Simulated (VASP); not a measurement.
A run of VASP 6.6.1 is set up as follows.

The input POSCAR:

```
Si7Ge
1.0
    5.4653950700      0.0000000000      0.0000000000
    0.0000000000      5.4653950700      0.0000000000
    0.0000000000      0.0000000000      5.4653950700
Si Ge
7 1
Direct
    0.2580248730      0.2622000570      0.2258101214
    0.0011266621      0.4889102031      0.5038533157
    0.5123147460      0.5237873550     -0.0006367324
    0.5139505105     -0.0017819069      0.4835519142
    0.7674874321      0.2737354546      0.7445569737
    0.7274231077      0.7374655631      0.2461433072
    0.2355172158      0.7255330309      0.7647401720
   -0.0158445473     -0.0098497568      0.0319809283
```

The input INCAR.step1:

```
SYSTEM = Si7Ge
ALGO = Normal
EDIFF = 1E-4
ENCUT = 520
GGA = PE
ISMEAR = 0
LASPH = .TRUE.
LCHARG = .FALSE.
LREAL = .FALSE.
LWAVE = .TRUE.
NBANDS = 31
NELM = 60
PREC = Accurate
SIGMA = 0.05
```

Contents of INCAR.step2:

```
SYSTEM = Si7Ge
ALGO = Normal
EDIFF = 1E-6
ENCUT = 520
ISIF = 2
ISMEAR = 0
ISTART = 1
LASPH = .TRUE.
LCHARG = .FALSE.
LMIXTAU = .TRUE.
LREAL = .FALSE.
LWAVE = .FALSE.
METAGGA = R2SCAN
NBANDS = 31
NELM = 60
PREC = Accurate
SIGMA = 0.05
```

KPOINTS

```
k-points
0
G
  6 6 6
  0 0 0
```

Potentials or basis: VASP PAW PBE potentials, release 64 (Si, Ge_d).

The run is started by

```console
$ cat potpaw_PBE.64/Si/POTCAR potpaw_PBE.64/Ge_d/POTCAR > POTCAR
$ cp INCAR.step1 INCAR
$ mpirun -np 1 vasp_std > vasp.out
$ cp INCAR.step2 INCAR
$ mpirun -np 1 vasp_std > vasp.out
```

(1) Estimate the pressure.

(2) Predict the largest force.

(3) Estimate the band gap on the k mesh.

Answers

(1) 2.0 GPa.

(2) 3.304 eV/Å.

(3) 0.12 eV.

Caveat: the cell differs from its parent crystal (atoms moved at random); the PAW data sets were made with another functional, which shifts forces and pressure a little.
